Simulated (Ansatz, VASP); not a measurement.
# One calculation of GaP, two programs

File INCAR:

```
SYSTEM = GaP
ALGO = Normal
EDIFF = 1E-6
EDIFFG = -0.01
ENCUT = 600
IBRION = 2
ISIF = 3
ISMEAR = -1
LASPH = .True.
LCHARG = .False.
LREAL = .False.
LWAVE = .False.
NELM = 80
NSW = 80
PREC = Accurate
SIGMA = 0.02
```

Contents of KPOINTS:

```
k-points
0
Gamma
  8 8 8
  0 0 0
```

Contents of POSCAR:

```
GaP
1.0
    0.0000000000      2.7252500000      2.7252500000
    2.7252500000      0.0000000000      2.7252500000
    2.7252500000      2.7252500000      0.0000000000
Ga P
1 1
Direct
    0.0000000000      0.0000000000      0.0000000000
    0.2500000000      0.2500000000      0.2500000000
```

Input for Ansatz:

```yaml
crystal:
  lattice:
    - [0.0, 2.72525, 2.72525]
    - [2.72525, 0.0, 2.72525]
    - [2.72525, 2.72525, 0.0]
  atoms:
    - { symbol: Ga, position: [0.0, 0.0, 0.0] }
    - { symbol: P, position: [0.25, 0.25, 0.25] }
  symmetry: { tolerance: 0.0003 }
hamiltonian:
  xc: lda
  pseudopotentials: { kind: paw, azcp: { folder: soft_1 } }
basis:
  ecutwfc: 420
magnetization:
  spin_polarized: false
scf:
  occupations: { method: fermi_dirac, width: 0.02 }
kpoints:
  mp_grid: { grid: [8, 8, 8], shift: [0, 0, 0] }
output:
  forces: true
  stress: true
  eigenvalues: true
relax:
  max_steps: 60
  cell: {}
```

Alike in both runs: task relaxation of cell and atoms; functional LDA; k mesh 8 × 8 × 8; occupations fermi-dirac, width 0.02 eV; no spin polarisation.

|  | VASP | Ansatz |
| --- | --- | --- |
| version | VASP 6.6.1 | Ansatz 0.2.0 |
| potentials or method | VASP PAW LDA potentials, release 64 (Ga_d, P), cutoff 600 eV | PAW plane waves |
| valence electrons in the cell | 18 | 18 |

|  | VASP | Ansatz | Ansatz less VASP |
| --- | --- | --- | --- |
| gap on the k mesh at the Fermi level, each at its own relaxed structure (eV) | 1.43 | 1.43 | -0.001 |
| relaxed volume (Å³/atom) | 19.61 | 19.59 | -0.021 |
| relaxed cell length with the largest relative difference (Å) | 3.814 | 3.812 | -0.0014 |

Ansatz warns that its potentials were made for another functional, while VASP's fit it. LDA's correlation is that of Perdew and Zunger in VASP and of Perdew and Wang (1992) in Ansatz.
